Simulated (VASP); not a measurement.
# SiC (P6_3mc) in VASP: a series of runs

Runs on SiC. Level: PBE. Tasks: single point, relaxation of shape and atoms at fixed volume.

Everything below comes from runs of VASP 6.6.1. Logs are shortened: lines on timing, memory, paths and dates and some standing lists are left out, and cuts for length are marked.

## 1. The cell of the first run

Symmetry: P6_3mc, No. 186, hexagonal system. The conventional cell has a = 3.094 Å, b = 3.094 Å, c = 10.129 Å, α = 90.00°, β = 90.00°, γ = 120.00°. Si (site symmetry 3m) has 4 C at 1.90 Å within 2.5 Å. Within 2.5 Å of Si (site symmetry 3m) lie 4 C at 1.89 to 1.90 Å. Within 2.5 Å of C (site symmetry 3m) lie 4 Si at 1.89 to 1.90 Å. Within 2.5 Å of C (site symmetry 3m) lie 4 Si at 1.90 Å.

## 2. Single point, PBE

INCAR

```
SYSTEM = SiC
PREC = Accurate
ENCUT = 520
EDIFF = 1E-6
ISMEAR = 0
SIGMA = 0.02
LREAL = .FALSE.
LASPH = .TRUE.
NELM = 100
ALGO = Normal
ISIF = 2
LWAVE = .FALSE.
LCHARG = .TRUE.
GGA = PE
LELF = .TRUE.
LVHAR = .TRUE.
NBANDS = 26
```

KPOINTS

```
regular mesh
0
G
  12 12 4
  0 0 0
```

POSCAR

```
SiC
1.0
    3.0941203460      0.0000000000      0.0000000000
   -1.5470601730      2.6795868220      0.0000000000
    0.0000000000      0.0000000000     10.1293398395
Si C
4 4
Direct
    0.6666666667      0.3333333333      0.9378441869
    0.3333333333      0.6666666667      0.4378441869
    0.0000000000      0.0000000000      0.6878995585
    0.0000000000      0.0000000000      0.1878995585
    0.6666666667      0.3333333333      0.7498074513
    0.3333333333      0.6666666667      0.2498074513
    0.0000000000      0.0000000000      0.5004478032
    0.0000000000      0.0000000000      0.0004478032
```

Potentials or basis: VASP PAW PBE potentials, release 64 (Si, C).

Command:

```bash
cat potpaw_PBE.64/Si/POTCAR potpaw_PBE.64/C/POTCAR > POTCAR
mpirun -np 1 vasp_std > vasp.out
```

OUTCAR:

```text
SYSTEM = SiC
   PREC = Accurate
   ENCUT = 520
   EDIFF = 1E-6
   ISMEAR = 0
   LREAL = .FALSE.
   LASPH = .TRUE.
   NELM = 100
   ISIF = 2
   GGA = PE

 ion  position               nearest neighbor table
   1  0.667  0.333  0.938-   8 1.90   8 1.90   8 1.90   5 1.90   3 3.10   3 3.10   3 3.10   4 3.10
                             4 3.10   4 3.10
   2  0.333  0.667  0.438-   7 1.90   7 1.90   7 1.90   6 1.90   4 3.10   4 3.10   4 3.10   3 3.10
                             3 3.10   3 3.10
   3  0.000  0.000  0.688-   5 1.89   5 1.89   5 1.89   7 1.90   1 3.10   1 3.10   1 3.10   2 3.10
                             2 3.10   2 3.10
   4  0.000  0.000  0.188-   6 1.89   6 1.89   6 1.89   8 1.90   2 3.10   2 3.10   2 3.10   1 3.10
                             1 3.10   1 3.10
   5  0.667  0.333  0.750-   3 1.89   3 1.89   3 1.89   1 1.90
   6  0.333  0.667  0.250-   4 1.89   4 1.89   4 1.89   2 1.90
   7  0.000  0.000  0.500-   2 1.90   2 1.90   2 1.90   3 1.90
   8  0.000  0.000  0.000-   1 1.90   1 1.90   1 1.90   4 1.90

  LATTYP: Found a hexagonal cell.
 ALAT       =     3.0941203460
 C/A-ratio  =     3.2737381571

  Lattice vectors:

 A1 = (   3.0941203460,   0.0000000000,   0.0000000000)
 A2 = (  -1.5470601730,   2.6795868220,   0.0000000000)
 A3 = (   0.0000000000,   0.0000000000,  10.1293398395)

Analysis of symmetry for initial positions (statically):
=====================================================================
 Subroutine PRICEL returns:
 Original cell was already a primitive cell.

 Routine SETGRP: Setting up the symmetry group for a
 hexagonal supercell.

 Subroutine GETGRP returns: Found 12 space group operations
 (whereof  6 operations were pure point group operations)
 out of a pool of 24 trial point group operations.

The static configuration has the point symmetry C_3v.
 The point group associated with its full space group is C_6v.

Analysis of symmetry for dynamics (positions and initial velocities):
=====================================================================
 Subroutine PRICEL returns:
 Original cell was already a primitive cell.

 Routine SETGRP: Setting up the symmetry group for a
 hexagonal supercell.

 Subroutine GETGRP returns: Found 12 space group operations
 (whereof  6 operations were pure point group operations)
 out of a pool of 24 trial point group operations.

The dynamic configuration has the point symmetry C_3v.
 The point group associated with its full space group is C_6v.

 Subroutine INISYM returns: Found 12 space group operations
 (whereof  6 operations are pure point group operations),
 and found     1 'primitive' translations

----------------------------------------------------------------------------------------

                                     Primitive cell

  volume of cell :      83.9820

  direct lattice vectors                    reciprocal lattice vectors
     3.094120346  0.000000000  0.000000000     0.323193634  0.186595932  0.000000000
    -1.547060173  2.679586822  0.000000000     0.000000000  0.373191864  0.000000000
     0.000000000  0.000000000 10.129339840     0.000000000  0.000000000  0.098723117

  length of vectors
     3.094120346  3.094120346 10.129339840     0.373191864  0.373191864  0.098723117

  position of ions in fractional coordinates (direct lattice)
     0.666666667  0.333333333  0.937844187
     0.333333333  0.666666667  0.437844187
     0.000000000  0.000000000  0.687899558
     0.000000000  0.000000000  0.187899558
     0.666666667  0.333333333  0.749807451
     0.333333333  0.666666667  0.249807451
     0.000000000  0.000000000  0.500447803
     0.000000000  0.000000000  0.000447803

  ion indices of the primitive-cell ions
   primitive index   ion index
                 1           1
                 2           2
                 3           3
                 4           4
                 5           5
                 6           6
                 7           7
                 8           8

----------------------------------------------------------------------------------------

 KPOINTS: regular mesh

Automatic generation of k-mesh.
 Grid dimensions read from file:
 generate k-points for:   12   12    4

 Generating k-lattice:

  Cartesian coordinates                     Fractional coordinates (reciprocal lattice)
     0.026932803  0.015549661  0.000000000     0.083333333 -0.000000000  0.000000000
     0.000000000  0.031099322  0.000000000     0.000000000  0.083333333  0.000000000
     0.000000000  0.000000000  0.024680779     0.000000000  0.000000000  0.250000000

  Length of vectors
     0.031099322  0.031099322  0.024680779

  Shift w.r.t. Gamma in fractional coordinates (k-lattice)
     0.000000000  0.000000000  0.000000000

 Subroutine IBZKPT returns following result:
 ===========================================

 Found     57 irreducible k-points:

 Following reciprocal coordinates:
            Coordinates               Weight
  0.000000  0.000000  0.000000      1.000000
  0.083333  0.000000  0.000000      6.000000
  0.166667  0.000000  0.000000      6.000000
  0.250000 -0.000000  0.000000      6.000000
  0.333333  0.000000  0.000000      6.000000
  0.416667  0.000000  0.000000      6.000000
[... 16 lines left out ...]
  0.250000 -0.000000  0.250000     12.000000
  0.333333  0.000000  0.250000     12.000000
 [... further k-points ...]
   k-points           NKPTS =     57   k-points in BZ     NKDIM =     57   number of bands    NBANDS=     26
   number of dos      NEDOS =    301   number of ions     NIONS =      8
   total plane-waves  NPLWV =  46080
   dimension x,y,z NGX =    24 NGY =   24 NGZ =   80
   dimension x,y,z NGXF=    48 NGYF=   48 NGZF=  160
   ions per type =               4   4
   NGX,Y,Z   is equivalent  to a cutoff of  12.90, 12.90, 13.13 a.u.
   NGXF,Y,Z  is equivalent  to a cutoff of  25.79, 25.79, 26.26 a.u.
 SYSTEM =  SiC
   PREC   = accura    normal or accurate (medium, high low for compatibility)
   ISTART =      0    job   : 0-new  1-cont  2-samecut
   ICHARG =      2    charge: 1-file 2-atom 10-const
   ISPIN  =      1    spin polarized calculation?
   LNONCOLLINEAR =      F non collinear calculations
   LSORBIT =      F    spin-orbit coupling
   LASPH  =      T    aspherical Exc in radial PAW
   ENCUT  =  520.0 eV  38.22 Ry    6.18 a.u.   5.75  5.75 18.83*2*pi/ulx,y,z
   NELM   =    100;   NELMIN=  2; NELMDL= -5     # of ELM steps
   EDIFF  = 0.1E-05   stopping-criterion for ELM
   LREAL  =      F    real-space projection
   EDIFFG = 0.1E-04   stopping-criterion for IOM
   NSW    =      0    number of steps for IOM
   IBRION =     -1    ionic relax: 0-MD 1-quasi-New 2-CG
   NFREE  =      0    steps in history (QN), initial steepest desc. (CG)
   ISIF   =      2    stress and relaxation
   ISYM   =      2    0-nonsym 1-usesym 2-fastsym
   POTIM  = 0.5000    time-step for ionic-motion
   TEBEG  =    0.0;   TEEND  =   0.0 temperature during run
   PSTRESS=    0.0 pullay stress
   NELECT =      32.0000    total number of electrons
   NUPDOWN=      -1.0000    fix difference up-down
   EMIN   =  10.00;   EMAX   =-10.00  energy-range for DOS
   EFERMI =   0.00;   METHOD = LEGACY
   ISMEAR =     0;   SIGMA  =   0.02  broadening in eV -4-tet -1-fermi 0-gaus
   EFERMI_NEDOS =   21; number of points for ismear=-14 and -15
   IALGO  =     38    algorithm
   IMIX   =      4    mixing-type and parameters
     AMIX     =   0.40;   BMIX     =  1.00
     AMIX_MAG =   1.60;   BMIX_MAG =  1.00
  volume/ion in A,a.u.               =      10.50        70.84
  Fermi-wavevector in a.u.,A,eV,Ry     =   1.186851  2.242823 19.165366  1.408615
  Thomas-Fermi vector in A             =   2.323015
   LORBIT       =      0    0 simple, 1 ext, 2 COOP (PROOUT), +10 PAW based schemes
   GGA     = PE    functional components
   LHFCALC =     F    Hartree Fock is set to
   AEXX    =    0.0000 exact exchange contribution
   IVDW    =     0    specifies the selected vdW correction
   LEPSILON=     F    determine dielectric tensor
   LRPA    =     F    only Hartree local field effects (RPA)
 non-spin polarized calculation
 Gauss-broadening in eV      SIGMA  =   0.02
  energy-cutoff  :      520.00
  volume of cell :       83.98
 maximum number of plane-waves:      2280
 NGX is ok and might be reduce to    24
   NGX = 11   NGY = 11   NGZ = 37

 number of electron      32.0000001 magnetization

 Free energy of the ion-electron system (eV)
  ---------------------------------------------------
  ext. energy  EPLUGINS =         0.00000000
  ---------------------------------------------------
  free energy    TOTEN  =       -60.24903481 eV

  energy without entropy =      -60.24903481  energy(sigma->0) =      -60.24903481

 E-fermi :   8.1021     XC(G=0): -11.2898

 val. band max:        8.0107842350   @ k =   0.0000   0.0000   0.0000
 cond. band min:      10.2336821686   @ k =   0.5000  -0.0000   0.0000
 fundamental gap:      2.2228979335
 Fermi energy:         8.1021357870

 k-point     1 :       0.0000    0.0000    0.0000
  band No.  band energies     occupation
      1      -7.3547      2.00000
      2      -6.1916      2.00000
      3      -6.1559      2.00000
      4      -3.8427      2.00000
      5      -0.5168      2.00000
      6       3.6583      2.00000
[... 18 lines left out ...]
     25      15.2995      0.00000
     26      15.9843      0.00000

 k-point     2 :       0.0833    0.0000    0.0000
  band No.  band energies     occupation
      1      -7.2355      2.00000
      2      -6.0764      2.00000
      3      -6.0401      2.00000
      4      -3.7420      2.00000
      5      -0.4081      2.00000
      6       3.6940      2.00000
[... 18 lines left out ...]
     25      15.3645      0.00000
[... 608 lines left out ...]
     25      16.6644      0.00000
     26      17.0061      0.00000

 k-point    24 :       0.3333    0.0000    0.2500
  band No.  band energies     occupation
      1      -5.4531      2.00000
      2      -4.9007      2.00000
      3      -3.8772      2.00000
      4      -2.7491      2.00000
      5       0.7802      2.00000
      6       1.3091      2.00000
[... 18 lines left out ...]
     25      16.5312      0.00000
     26      17.1653      0.00000

 [... further k-points ...]

------------------------ aborting loop because EDIFF is reached ----------------------------------------

  FORCE on cell =-STRESS in cart. coord.  units (eV):
  Direction    XX          YY          ZZ          XY          YZ          ZX
  --------------------------------------------------------------------------------------
  -------------------------------------------------------------------------------------
  Total       -0.0270536     -0.0270536     -0.0234940      0.0000000      0.0000000      0.0000000
  in kB       -0.5161179     -0.5161179     -0.4482099      0.0000000      0.0000000      0.0000000
  external PRESSURE =      -0.4934819 kB  Pullay stress =       0.0000000 kB

 VOLUME and BASIS-vectors are now :
 -----------------------------------------------------------------------------
  energy-cutoff  :      520.00
  volume of cell :       83.98
      direct lattice vectors                 reciprocal lattice vectors
     3.094120346  0.000000000  0.000000000     0.323193634  0.186595932  0.000000000
    -1.547060173  2.679586822  0.000000000     0.000000000  0.373191864  0.000000000
     0.000000000  0.000000000 10.129339840     0.000000000  0.000000000  0.098723117

 POSITION                                       TOTAL-FORCE (eV/Angst)
 -----------------------------------------------------------------------------------
      1.54706      0.89320      9.49974        -0.000000     -0.000000      0.001146
     -0.00000      1.78639      4.43507        -0.000000     -0.000000      0.001146
      0.00000      0.00000      6.96797         0.000000     -0.000000     -0.001268
      0.00000      0.00000      1.90330        -0.000000      0.000000     -0.001268
      1.54706      0.89320      7.59505        -0.000000      0.000000     -0.000126
     -0.00000      1.78639      2.53038         0.000000     -0.000000     -0.000126
      0.00000      0.00000      5.06921        -0.000000      0.000000      0.000248
      0.00000      0.00000      0.00454         0.000000     -0.000000      0.000248
 -----------------------------------------------------------------------------------
    total drift:                                0.000000      0.000000     -0.000926

  FREE ENERGIE OF THE ION-ELECTRON SYSTEM (eV)
  ---------------------------------------------------
  free  energy   TOTEN  =       -60.2490348112 eV

  energy  without entropy=      -60.2490348112  energy(sigma->0) =      -60.24903481
```

Run time: 3.4 min. Hardware: 1 thread of Intel Xeon 8259CL, shared host; peak memory 0.25 GiB.

Results:

- Free energy: -60.2490 eV
- Pressure: 0.0 GPa
- Band gap on the k mesh: 2.22 eV (least direct gap 3.34 eV)

## 3. Relaxation of shape and atoms at fixed volume, PBE (11.13 Å³/atom)

This run uses another cell than the first one, of 11.13 Å³/atom.

INCAR

```
ALGO     = Normal         # electronic algorithm
EDIFF    = 1E-6           # SCF threshold, eV
EDIFFG   = -0.01          # ionic threshold
ENCUT    = 600            # plane-wave cutoff, eV
GGA      = PE             # functional
IBRION   = 2              # ionic algorithm
ISIF     = 4              # what is computed and relaxed
ISMEAR   = 0              # smearing method
LASPH    = T              # aspherical terms in the spheres
LCHARG   = F              # write CHGCAR
LREAL    = F              # projectors in reciprocal space
LWAVE    = F              # write WAVECAR
NELM     = 60             # most SCF steps
NSW      = 50             # ionic steps
PREC     = Accurate       # precision mode
SIGMA    = 0.02           # smearing width, eV
```

KPOINTS

```
k-points
0
Gamma
  12 12 4
```

POSCAR

```
SiC
1.0
    3.1548046106      0.0000000000      0.0000000000
   -1.5774023053      2.7321409367      0.0000000000
    0.0000000000      0.0000000000     10.3280041314
Si C
4 4
Direct
    0.6666666667      0.3333333333      0.9378441878
    0.3333333333      0.6666666667      0.4378441878
    0.0000000000      0.0000000000      0.6878995565
    0.0000000000      0.0000000000      0.1878995565
    0.6666666667      0.3333333333      0.7498074458
    0.3333333333      0.6666666667      0.2498074458
    0.0000000000      0.0000000000      0.5004478099
    0.0000000000      0.0000000000      0.0004478099
```

Potentials or basis: VASP PAW PBE potentials, release 64 (Si, C).

Command:

```bash
cat potpaw_PBE.64/Si/POTCAR potpaw_PBE.64/C/POTCAR > POTCAR
mpirun -np 1 vasp_std > vasp.out
```

It took 2.4 min on 1 thread of Intel Xeon 6975P-C (Granite Rapids), shared host; peak memory 0.31 GiB.

It converged, with:

```
Free energy                  : -60.0713 eV
Energy gained by relaxing    : 0.0 meV/atom
Ionic steps                  : 3
Pressure after relaxing      : -11.2 GPa
Largest force after relaxing : 0.003 eV/Å
Band gap on the k mesh       : 2.21 eV (least direct gap 3.31 eV)
```

Forces in eV/Å, atoms in the order of the input:
```
Si   0.000  0.000  0.000
Si   0.000  0.000  0.000
Si   0.000  0.000 -0.002
Si   0.000  0.000 -0.002
C    0.000  0.000 -0.001
C    0.000  0.000 -0.001
C    0.000  0.000  0.003
C    0.000  0.000  0.003
```

Final structure:
```cif
data_structure
_symmetry_space_group_name_H-M 'P 1'
_symmetry_Int_Tables_number 1
_cell_length_a 3.1545
_cell_length_b 3.1545
_cell_length_c 10.3301
_cell_angle_alpha 90.000
_cell_angle_beta 90.000
_cell_angle_gamma 120.000
_cell_volume 89.02
loop_
_atom_site_label
_atom_site_type_symbol
_atom_site_fract_x
_atom_site_fract_y
_atom_site_fract_z
_atom_site_occupancy
Si1 Si 0.66667 0.33333 0.93789 1
Si2 Si 0.33333 0.66667 0.43789 1
Si3 Si 0.00000 0.00000 0.68788 1
Si4 Si 0.00000 0.00000 0.18788 1
C1 C 0.66667 0.33333 0.74978 1
C2 C 0.33333 0.66667 0.24978 1
C3 C 0.00000 0.00000 0.50045 1
C4 C 0.00000 0.00000 0.00045 1
```

Levels at points of the mesh, in eV from the valence-band top:
```tsv
k point	band 12	band 13	band 14	band 15	band 16	band 17	band 18	band 19	band 20	band 21
(0.00, 0.00, 0.00)	-0.57	-0.57	-0.05	0.00	0.00	4.47	5.05	5.45	5.66	6.53
(0.50, 0.00, 0.00)	-2.29	-2.26	-2.14	-1.52	-1.10	2.21	2.29	4.01	4.31	4.99
(0.00, 0.00, 0.50)	-1.02	-0.20	-0.20	-0.20	-0.20	4.68	4.68	6.03	6.03	6.66
(0.50, 0.00, 0.50)	-2.88	-2.39	-2.39	-1.50	-1.50	2.59	2.59	4.03	4.03	5.61
```

A k mesh can miss the band edges.

## 4. Relaxation of shape and atoms at fixed volume, PBE (11.55 Å³/atom)

This run uses another cell than the first one, of 11.55 Å³/atom.

INCAR

```
SYSTEM = SiC
PREC = Accurate
ENCUT = 600
EDIFF = 1E-6
ISMEAR = 0
SIGMA = 0.02
LREAL = .False.
LASPH = .True.
NELM = 80
ALGO = Normal
ISIF = 4
LWAVE = .False.
LCHARG = .False.
GGA = PE
IBRION = 2
NSW = 50
EDIFFG = -0.01
```

KPOINTS

```
Automatic mesh
0
Gamma
  12 12 4
  0 0 0
```

POSCAR

```
SiC
1.0
    3.1936444080      0.0000000000      0.0000000000
   -1.5968222040      2.7657771879      0.0000000000
    0.0000000000      0.0000000000     10.4586357902
Si C
4 4
Direct
    0.6666666667      0.3333333333      0.9378602738
    0.3333333333      0.6666666667      0.4378602738
    0.0000000000      0.0000000000      0.6878645390
    0.0000000000      0.0000000000      0.1878645390
    0.6666666667      0.3333333333      0.7498132310
    0.3333333333      0.6666666667      0.2498132310
    0.0000000000      0.0000000000      0.5004609562
    0.0000000000      0.0000000000      0.0004609562
```

Command:

```bash
cat potpaw_PBE.64/Si/POTCAR potpaw_PBE.64/C/POTCAR > POTCAR
mpirun -np 1 vasp_std > vasp.out
```

Wall time 1.7 min (1 thread of Intel Xeon 6975P-C (Granite Rapids), shared host); peak memory 0.31 GiB.

The run converged. Its results:

| Property | Result |
| --- | --- |
| Free energy | -59.7770 eV |
| Energy gained by relaxing | 0.0 meV/atom |
| Ionic steps | 2 |
| Pressure after relaxing | -16.9 GPa |
| Largest force after relaxing | 0.009 eV/Å |
| Band gap on the k mesh | 2.19 eV (least direct gap 3.28 eV) |

Forces on the atoms (eV/Å):
```
Si   0.000  0.000 -0.009
Si   0.000  0.000 -0.009
Si   0.000  0.000 -0.001
Si   0.000  0.000 -0.001
C    0.000  0.000  0.005
C    0.000  0.000  0.005
C    0.000  0.000  0.006
C    0.000  0.000  0.006
```

Final structure:
```xyz
8
Lattice="3.1933 0.0000 0.0000 -1.5967 2.7655 0.0000 0.0000 0.0000 10.4609" Properties=species:S:1:pos:R:3 pbc="T T T"
Si    1.5967    0.9218    9.8118
Si    0.0000    1.8437    4.5814
Si    1.5967    2.7655    7.1956
Si    3.1933    0.0000    1.9652
C     1.5967    0.9218    7.8429
C     0.0000    1.8437    2.6125
C    -1.5967    2.7655    5.2351
C     1.5967    2.7655    0.0047
```

Levels at points of the mesh, in eV from the valence-band top:
```
           k point  band 14  band 15  band 16  band 17  band 18  band 19
(0.00, 0.00, 0.00)    -0.05     0.00     0.00     4.17     4.75     5.03
(0.50, 0.00, 0.00)    -2.10    -1.49    -1.09     2.19     2.26     3.90
(0.00, 0.00, 0.50)    -0.20    -0.20    -0.20     4.38     4.38     5.65
(0.50, 0.00, 0.50)    -2.34    -1.48    -1.48     2.56     2.56     3.93
```

## 5. Summary

```tsv
task	cell	cutoff (eV)	gap on the mesh (eV)	pressure (GPa)
single point	a = 3.094, b = 3.094, c = 10.129 Å, angles 90.0, 90.0, 120.0°, 8 atoms	520	2.22	0.0
relaxation of shape and atoms at fixed volume	relaxed from a = 3.155, b = 3.155, c = 10.328 Å, angles 90.0, 90.0, 120.0°, 8 atoms	600	2.21	-11.2
relaxation of shape and atoms at fixed volume	relaxed from a = 3.194, b = 3.194, c = 10.459 Å, angles 90.0, 90.0, 120.0°, 8 atoms	600	2.19	-16.9
```

Alike in all rows: level PBE; potentials or basis VASP PAW PBE potentials, release 64 (Si, C); no spin polarisation; k mesh 12 × 12 × 4; smearing gaussian 0.02 eV.

Absolute energies hang on the potentials; compare differences alone.
